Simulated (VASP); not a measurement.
A run of VASP 6.6.1 is set up as follows.

INCAR

```
SYSTEM = Rh
PREC     = Accurate       ! precision mode
ENCUT    = 520            ! plane-wave cutoff, eV
EDIFF    = 1E-7           ! SCF threshold, eV
ISMEAR   = 0              ! smearing method
SIGMA    = 0.15           ! smearing width, eV
LREAL    = .FALSE.        ! projectors in reciprocal space
LASPH    = .TRUE.         ! aspherical terms in the spheres
NELM     = 150            ! most SCF steps
ALGO     = Normal         ! electronic algorithm
ISIF     = 2              ! what is computed and relaxed
LWAVE    = .FALSE.        ! write WAVECAR
LCHARG   = .TRUE.         ! write CHGCAR
ISPIN    = 2              ! spin polarisation
MAGMOM   = 0.375          ! initial moments
LORBIT   = 11             ! projections on sites
NUPDOWN  = 0.375          ! fixed moment
LMAXMIX  = 4              ! l up to which the mixer works
LELF     = .TRUE.         ! ELF
LVHAR    = .TRUE.       
NBANDS   = 18             ! bands
```

KPOINTS

```
regular mesh
0
G
  22 22 22
  0 0 0
```

POSCAR

```
Rh
1.0
    0.0000000000      1.7987130719      1.7987130719
    1.7987130719      0.0000000000      1.7987130719
    1.7987130719      1.7987130719      0.0000000000
Rh
1
Direct
    0.0000000000      0.0000000000      0.0000000000
```

Potentials or basis: VASP PAW LDA potentials, release 64 (Rh_pv).

Run with:

```sh
$ cat potpaw_LDA.64/Rh_pv/POTCAR > POTCAR
$ mpirun -np 1 vasp_std > vasp.out
```

(1) Predict the pressure.

Results:

(1) 59.1 GPa.

Caveat: the cell stands under pressure; the total moment is fixed, so each spin has its own Fermi level.
